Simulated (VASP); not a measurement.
# Mn3Ag (Fm-3m) in VASP: single point with r2SCAN

Aim: the single point of Mn3Ag with r2SCAN.

Everything below comes from runs of VASP 6.6.1. Logs are shortened: lines on timing, memory, paths and dates and some standing lists are left out, and cuts for length are marked.

### 1 The cell of the first run

The structure is cubic, space group Fm-3m (No. 225). Conventional cell: a = 6.228 Å, b = 6.228 Å, c = 6.228 Å, α = 90.00°, β = 90.00°, γ = 90.00°. Within 3.6 Å of Mn (site symmetry -43m) lie 10 Mn at 2.70 to 3.11 Å and 4 Ag at 2.70 Å. Mn (site symmetry m-3m) has 8 Mn at 2.70 Å and 6 Ag at 3.11 Å within 3.6 Å. Ag (site symmetry m-3m) has 14 Mn at 2.70 to 3.11 Å within 3.6 Å.

### 2 Single point, r2SCAN, collinear spin, ferrimagnetic start

The input, POSCAR:

```
Mn3Ag
1.0
    0.0000000000      3.1142110438      3.1142110438
    3.1142110438      0.0000000000      3.1142110438
    3.1142110438      3.1142110438      0.0000000000
Mn Ag
3 1
Direct
    0.2500000000      0.2500000000      0.2500000000
    0.7500000000      0.7500000000      0.7500000000
    0.5000000000      0.5000000000      0.5000000000
    0.0000000000      0.0000000000      0.0000000000
```

The input, INCAR.step1:

```
PREC     = Accurate       # precision mode
ENCUT    = 520            # plane-wave cutoff, eV
ISMEAR   = 0              # smearing method
SIGMA    = 0.1            # smearing width, eV
LREAL    = False          # projectors in reciprocal space
LASPH    = True           # aspherical terms in the spheres
NELM     = 150            # most SCF steps
ISPIN    = 2              # spin polarisation
MAGMOM   = 4 4 -4 0       # initial moments
LMAXMIX  = 4              # l up to which the mixer works
NBANDS   = 37             # bands
GGA      = PE             # functional
ALGO     = Normal         # electronic algorithm
EDIFF    = 1E-4           # SCF threshold, eV
LWAVE    = True           # write WAVECAR
LCHARG   = False          # write CHGCAR
```

The input, INCAR.step2:

```
PREC     = Accurate       # precision mode
ENCUT    = 520            # plane-wave cutoff, eV
EDIFF    = 1E-7           # SCF threshold, eV
ISMEAR   = 0              # smearing method
SIGMA    = 0.1            # smearing width, eV
LREAL    = False          # projectors in reciprocal space
LASPH    = True           # aspherical terms in the spheres
NELM     = 150            # most SCF steps
ALGO     = Normal         # electronic algorithm
ISIF     = 2              # what is computed and relaxed
LWAVE    = False          # write WAVECAR
LCHARG   = True           # write CHGCAR
ISPIN    = 2              # spin polarisation
MAGMOM   = 4 4 -4 0       # initial moments
LORBIT   = 11             # projections on sites
LMAXMIX  = 4              # l up to which the mixer works
METAGGA  = R2SCAN         # meta-GGA
LMIXTAU  = True         
LELF     = True           # ELF
LVHAR    = True         
NBANDS   = 37             # bands
ISTART   = 1
```

The input, KPOINTS:

```
Automatic mesh
0
Gamma
  12 12 12
```

Potentials or basis: VASP PAW PBE potentials, release 64 (Mn_pv, Ag).

On the command line:

```
> cat potpaw_PBE.64/Mn_pv/POTCAR potpaw_PBE.64/Ag/POTCAR > POTCAR
> cp INCAR.step1 INCAR
> mpirun -np 1 vasp_std > vasp.out
> cp INCAR.step2 INCAR
> mpirun -np 1 vasp_std > vasp.out
```

OUTCAR:

```text
PREC = Accurate
   ENCUT = 520
   EDIFF = 1E-7
   ISMEAR = 0
   LREAL = False
   LASPH = True
   NELM = 150
   ISIF = 2
   ISPIN = 2
   LORBIT = 11
   METAGGA = R2SCAN
   ISTART = 1

 ion  position               nearest neighbor table
   1  0.250  0.250  0.250-   4 2.70   4 2.70   4 2.70   3 2.70   4 2.70   3 2.70   3 2.70   3 2.70
                             2 3.11   2 3.11   2 3.11   2 3.11   2 3.11   2 3.11
   2  0.750  0.750  0.750-   3 2.70   3 2.70   3 2.70   3 2.70   4 2.70   4 2.70   4 2.70   4 2.70
                             1 3.11   1 3.11   1 3.11   1 3.11   1 3.11   1 3.11
   3  0.500  0.500  0.500-   1 2.70   1 2.70   1 2.70   1 2.70   2 2.70   2 2.70   2 2.70   2 2.70
                             4 3.11   4 3.11   4 3.11   4 3.11   4 3.11   4 3.11
   4  0.000  0.000  0.000-   2 2.70   2 2.70   2 2.70   1 2.70   2 2.70   1 2.70   1 2.70   1 2.70
                             3 3.11   3 3.11   3 3.11   3 3.11   3 3.11   3 3.11

  LATTYP: Found a face centered cubic cell.
 ALAT       =     6.2284220876

  Lattice vectors:

 A1 = (   0.0000000000,   3.1142110438,   3.1142110438)
 A2 = (   3.1142110438,   0.0000000000,   3.1142110438)
 A3 = (   3.1142110438,   3.1142110438,   0.0000000000)

Analysis of symmetry for initial positions (statically):
=====================================================================
 Subroutine PRICEL returns:
 Original cell was already a primitive cell.

 Routine SETGRP: Setting up the symmetry group for a
 face centered cubic supercell.

 Subroutine GETGRP returns: Found 48 space group operations
[... 9 lines left out ...]

 Routine SETGRP: Setting up the symmetry group for a
 face centered cubic supercell.

 Subroutine GETGRP returns: Found 48 space group operations
 (whereof 48 operations were pure point group operations)
 out of a pool of 48 trial point group operations.

The dynamic configuration has the point symmetry O_h .

Analysis of structural, dynamic, and magnetic symmetry:
=====================================================================
 Subroutine PRICEL returns:
 Original cell was already a primitive cell.

 Routine SETGRP: Setting up the symmetry group for a
 face centered cubic supercell.

 Subroutine GETGRP returns: Found 48 space group operations
 (whereof 48 operations were pure point group operations)
 out of a pool of 48 trial point group operations.

The overall configuration has the point symmetry O_h .

 Subroutine INISYM returns: Found 48 space group operations
[... 5 lines left out ...]
                                     Primitive cell

  volume of cell :      60.4052

  direct lattice vectors                    reciprocal lattice vectors
[... 114 lines left out ...]
  Thomas-Fermi vector in A             =   2.643670
   LORBIT       =     11    0 simple, 1 ext, 2 COOP (PROOUT), +10 PAW based schemes
   METAGGA = R2SCAN    functional components
   LHFCALC =     F    Hartree Fock is set to
   AEXX    =    0.0000 exact exchange contribution
   IVDW    =     0    specifies the selected vdW correction
   LEPSILON=     F    determine dielectric tensor
   LRPA    =     F    only Hartree local field effects (RPA)
 spin polarized calculation
 Gauss-broadening in eV      SIGMA  =   0.10
  energy-cutoff  :      520.00
  volume of cell :       60.41
 maximum number of plane-waves:      1660
 NGX is ok and might be reduce to    36
   NGX = 17   NGY = 17   NGZ = 17

 number of electron      50.0000035 magnetization       4.2083815

 Free energy of the ion-electron system (eV)
  ---------------------------------------------------
  ext. energy  EPLUGINS =         0.00000000
  ---------------------------------------------------
  free energy    TOTEN  =       -65.52818446 eV

  energy without entropy =      -65.51610245  energy(sigma->0) =      -65.52214346

 E-fermi :   8.4161     XC(G=0): -13.3011

 val. band max:        8.4156928866   @ k =  -0.4167   0.1667   0.0833
 cond. band min:       8.4163992712   @ k =   0.5000   0.3333   0.0833
 fundamental gap:      0.0007063847
 Fermi energy:         8.4161414380

 spin component 1

 k-point     1 :       0.0000    0.0000    0.0000
  band No.  band energies     occupation
      1     -44.4572      1.00000
      2     -44.4572      1.00000
      3     -44.4571      1.00000
      4     -44.4284      1.00000
      5     -44.4284      1.00000
      6     -44.4283      1.00000
[... 949 lines left out ...]
     36      16.4292      0.00000
     37      17.8579      0.00000

 [... further k-points ...]

 spin component 2

 k-point     1 :       0.0000    0.0000    0.0000
  band No.  band energies     occupation
      1     -44.5427      1.00000
      2     -44.5427      1.00000
      3     -44.5426      1.00000
      4     -39.0061      1.00000
      5     -39.0060      1.00000
      6     -39.0057      1.00000
[... 949 lines left out ...]
     36      17.0598      0.00000
     37      18.4145      0.00000

 [... further k-points ...]
[... 5 lines left out ...]
  --------------------------------------------------------------------------------------
  -------------------------------------------------------------------------------------
  Total        1.9195809      1.9195809      1.9195809     -0.0000000     -0.0000000      0.0000000
  in kB       50.9146638     50.9146638     50.9146638     -0.0000000     -0.0000000      0.0000000
  external PRESSURE =      50.9146638 kB  Pullay stress =       0.0000000 kB

 VOLUME and BASIS-vectors are now :
 -----------------------------------------------------------------------------
  energy-cutoff  :      520.00
  volume of cell :       60.41
      direct lattice vectors                 reciprocal lattice vectors
     0.000000000  3.114211044  3.114211044    -0.160554308  0.160554308  0.160554308
     3.114211044  0.000000000  3.114211044     0.160554308 -0.160554308  0.160554308
     3.114211044  3.114211044  0.000000000     0.160554308  0.160554308 -0.160554308

 POSITION                                       TOTAL-FORCE (eV/Angst)
 -----------------------------------------------------------------------------------
      1.55711      1.55711      1.55711        -0.000000     -0.000000     -0.000000
      4.67132      4.67132      4.67132         0.000000      0.000000      0.000000
      3.11421      3.11421      3.11421        -0.000000      0.000000     -0.000000
      0.00000      0.00000      0.00000        -0.000000      0.000000      0.000000
 -----------------------------------------------------------------------------------
    total drift:                                0.000000      0.000000      0.000000

  FREE ENERGIE OF THE ION-ELECTRON SYSTEM (eV)
  ---------------------------------------------------
  free  energy   TOTEN  =       -65.5281844637 eV

  energy  without entropy=      -65.5161024542  energy(sigma->0) =      -65.52214346

 total charge

# of ion       s       p       d       tot
------------------------------------------
    1        0.356   6.261   4.876  11.494
    2        0.356   6.261   4.876  11.494
    3        0.377   6.284   4.853  11.514
    4        0.562   0.505   9.044  10.112
--------------------------------------------------
tot          1.652  19.311  23.650  44.613

 magnetization (x)

# of ion       s       p       d       tot
------------------------------------------
    1        0.056   0.042   3.872   3.969
    2        0.056   0.042   3.872   3.969
    3       -0.095  -0.081  -3.723  -3.899
    4       -0.040  -0.005   0.085   0.041
--------------------------------------------------
tot         -0.024  -0.002   4.106   4.080
```

OSZICAR.step1:

```text
N       E                     dE             d eps       ncg     rms          rms(c)
DAV:   1     0.575069306805E+03    0.57507E+03   -0.27733E+04 10856   0.168E+03
DAV:   2     0.932550152414E+00   -0.57414E+03   -0.54630E+03 10686   0.485E+02
DAV:   3    -0.309434820780E+02   -0.31876E+02   -0.30861E+02 11321   0.130E+02
DAV:   4    -0.314429060843E+02   -0.49942E+00   -0.49878E+00 11794   0.163E+01
DAV:   5    -0.314535079194E+02   -0.10602E-01   -0.10602E-01 11385   0.232E+00    0.191E+01
DAV:   6    -0.287868364083E+02    0.26667E+01   -0.20784E+01 11105   0.414E+01    0.156E+01
DAV:   7    -0.300138867083E+02   -0.12271E+01   -0.13360E+01 11551   0.311E+01    0.190E+01
DAV:   8    -0.284202531450E+02    0.15936E+01   -0.51932E+00 11533   0.186E+01    0.700E+00
DAV:   9    -0.283219471384E+02    0.98306E-01   -0.26082E-01 11492   0.539E+00    0.312E+00
DAV:  10    -0.283468837473E+02   -0.24937E-01   -0.12104E-01 11990   0.259E+00    0.149E+00
DAV:  11    -0.283484903433E+02   -0.16066E-02   -0.27767E-02 11321   0.118E+00    0.711E-01
DAV:  12    -0.283483226024E+02    0.16774E-03   -0.21575E-03 11512   0.344E-01    0.338E-01
DAV:  13    -0.283481659929E+02    0.15661E-03   -0.15226E-03 10062   0.178E-01    0.875E-02
DAV:  14    -0.283481853770E+02   -0.19384E-04   -0.10238E-04  6295   0.850E-02
   1 F= -.28348185E+02 E0= -.28338798E+02  d E =-.187750E-01  mag=     4.0662
```

It took 66 min on 1 thread of AMD EPYC 7R13 (Zen 3), shared host; peak memory 0.39 GiB.

What came out:

```yaml
Free_energy: -65.5282 eV
Pressure: 5.1 GPa
Net_moment: 4.21 μB per cell
Site_moments: Mn +3.97, -3.90; Ag +0.04 μB
Valence_electrons_inside_the_program's_atomic_spheres: Mn 11.49, 11.51; Ag 10.11
```

Levels at points of the mesh, in eV from the Fermi level:
Spin up:
```csv
k point,band 24,band 25,band 26,band 27,band 28,band 29,band 30,band 31
"(0.00, 0.00, 0.00)",-2.64,-2.64,0.50,0.50,0.50,1.78,1.78,6.33
"(0.50, 0.00, 0.00)",-2.90,-2.90,-2.34,0.33,0.33,1.31,1.47,1.47
"(0.50, 0.50, 0.00)",-2.86,-2.66,-1.71,-0.87,-0.87,0.13,1.40,1.40
```
Spin down:
```csv
k point,band 20,band 21,band 22,band 23,band 24,band 25,band 26,band 27
"(0.00, 0.00, 0.00)",-3.15,-1.35,-1.35,-1.35,1.01,1.01,2.29,2.29
"(0.50, 0.00, 0.00)",-3.75,-3.64,0.44,0.44,0.58,0.58,1.50,1.51
"(0.50, 0.50, 0.00)",-3.11,-2.06,-1.10,-0.77,-0.77,0.39,0.99,0.99
```

Caveat: the PAW data sets were made with another functional, which shifts forces and pressure a little.
